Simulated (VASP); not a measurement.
A run of VASP 6.6.1:

The input POSCAR:

```
Al3GaN4
1.0
    4.3872561391      0.0000000000      0.0000000000
    0.0000000000      4.3872561391      0.0000000000
    0.0000000000      0.0000000000      4.3872561391
Al Ga N
3 1 4
Direct
    0.5000000000      0.5000000000      0.0000000000
    0.5000000000      0.0000000000      0.5000000000
    0.0000000000      0.5000000000      0.5000000000
    0.0000000000      0.0000000000      0.0000000000
    0.7444390999      0.7444390999      0.2555609001
    0.7444390999      0.2555609001      0.7444390999
    0.2555609001      0.7444390999      0.7444390999
    0.2555609001      0.2555609001      0.2555609001
```

INCAR.step1

```
SYSTEM = Al3GaN4
ALGO     = Normal         ! electronic algorithm
EDIFF    = 1E-4           ! SCF threshold, eV
ENCUT    = 520            ! plane-wave cutoff, eV
GGA      = PE             ! functional
ISMEAR   = 0              ! smearing method
LASPH    = .TRUE.         ! aspherical terms in the spheres
LCHARG   = .FALSE.        ! write CHGCAR
LREAL    = .FALSE.        ! projectors in reciprocal space
LWAVE    = .TRUE.         ! write WAVECAR
NBANDS   = 31             ! bands
NELM     = 80             ! most SCF steps
PREC     = Accurate       ! precision mode
SIGMA    = 0.02           ! smearing width, eV
```

Contents of INCAR.step2:

```
SYSTEM = Al3GaN4
ALGO     = Normal         ! electronic algorithm
EDIFF    = 1E-6           ! SCF threshold, eV
ENCUT    = 520            ! plane-wave cutoff, eV
ISIF     = 2              ! what is computed and relaxed
ISMEAR   = 0              ! smearing method
ISTART   = 1            
LASPH    = .TRUE.         ! aspherical terms in the spheres
LCHARG   = .TRUE.         ! write CHGCAR
LELF     = .TRUE.         ! ELF
LMIXTAU  = .TRUE.       
LREAL    = .FALSE.        ! projectors in reciprocal space
LVHAR    = .TRUE.       
LWAVE    = .FALSE.        ! write WAVECAR
METAGGA  = R2SCAN         ! meta-GGA
NBANDS   = 31             ! bands
NELM     = 80             ! most SCF steps
PREC     = Accurate       ! precision mode
SIGMA    = 0.02           ! smearing width, eV
```

KPOINTS

```
k-points
0
G
  6 6 6
  0 0 0
```

Potentials or basis: VASP PAW PBE potentials, release 64 (Al, Ga_d, N).

Launch:

```sh
$ cat potpaw_PBE.64/Al/POTCAR potpaw_PBE.64/Ga_d/POTCAR potpaw_PBE.64/N/POTCAR > POTCAR
$ cp INCAR.step1 INCAR
$ mpirun -np 1 vasp_std > vasp.out
$ cp INCAR.step2 INCAR
$ mpirun -np 1 vasp_std > vasp.out
```

Hardware: 1 thread of Intel(R) Xeon(R) Platinum 8488C (Sapphire Rapids), with other jobs on the host.

**Question.** Estimate the wall time of this run.

**Answer.** Run time: 2.7 min on 1 thread of Intel(R) Xeon(R) Platinum 8488C (Sapphire Rapids), with other jobs on the host, peak memory 0.24 GiB. Counts: k points 20.
